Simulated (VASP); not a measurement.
BeS, 2 atoms in the cell. It takes space group F-43m (No. 216, cubic). The conventional cell has a = 4.850 Å, b = 4.850 Å, c = 4.850 Å, α = 90.00°, β = 90.00°, γ = 90.00°. Within 2.8 Å of Be (site symmetry -43m) lie 4 S at 2.10 Å. S (site symmetry -43m) has 4 Be at 2.10 Å within 2.8 Å. 

| Quantity | Value |
| --- | --- |
| Program | VASP 6.6.1 |
| Task | single point |
| Functional | PBE |
| Potentials or basis | VASP PAW PBE potentials, release 64 (Be, S) |
| Cutoff | 520 eV |
| k mesh | 4 × 4 × 4 |
| Occupations | fermi-dirac, width 0.02 eV |
| Spin | no spin polarisation |
| Dipole correction | no |
| Further INCAR settings | ALGO = Normal; EDIFF = 1e-06; NBANDS = 11 |

Potentials or basis: VASP PAW PBE potentials, release 64 (Be, S).

Command:

```console
$ cat potpaw_PBE.64/Be/POTCAR potpaw_PBE.64/S/POTCAR > POTCAR
$ mpirun -np 1 vasp_std > vasp.out
```

Hardware: 1 thread of Intel(R) Xeon(R) Platinum 8488C (Sapphire Rapids), on a shared host.

How long does it take, and how much memory?

Wall time 4.4 s on 1 thread of Intel(R) Xeon(R) Platinum 8488C (Sapphire Rapids), with other jobs on the host, peak memory 0.14 GiB. Counts: scf iterations 12, k points 8.
